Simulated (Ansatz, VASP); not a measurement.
## One calculation of Zn2C, two programs

```xyz
3
Lattice="0.0000 2.5779 2.5779 2.5779 0.0000 2.5779 2.5779 2.5779 0.0000" Properties=species:S:1:pos:R:3 pbc="T T T"
C     0.0000    0.0000    0.0000
Zn    1.2890    1.2890    1.2890
Zn    3.8669    3.8669    3.8669
```

Alike in both runs: task single point; functional PBE; k mesh 8 × 8 × 8; occupations fermi-dirac, width 0.02 eV; no spin polarisation.

|  | VASP | Ansatz |
| --- | --- | --- |
| version | VASP 6.6.1 | Ansatz 0.2.0 |
| potentials or method | VASP PAW PBE potentials, release 64 (C, Zn) | plane waves, PAW |
| plane-wave cutoff (eV) | 520 | 420 |
| valence electrons in the cell | 28 | 28 |

VASP gave:

```
pressure (GPa) : 4.9
```

Estimate Ansatz's values.

pressure (GPa): 4.3.

The functional is the same, so the differences come from potentials, cutoffs and numerics.
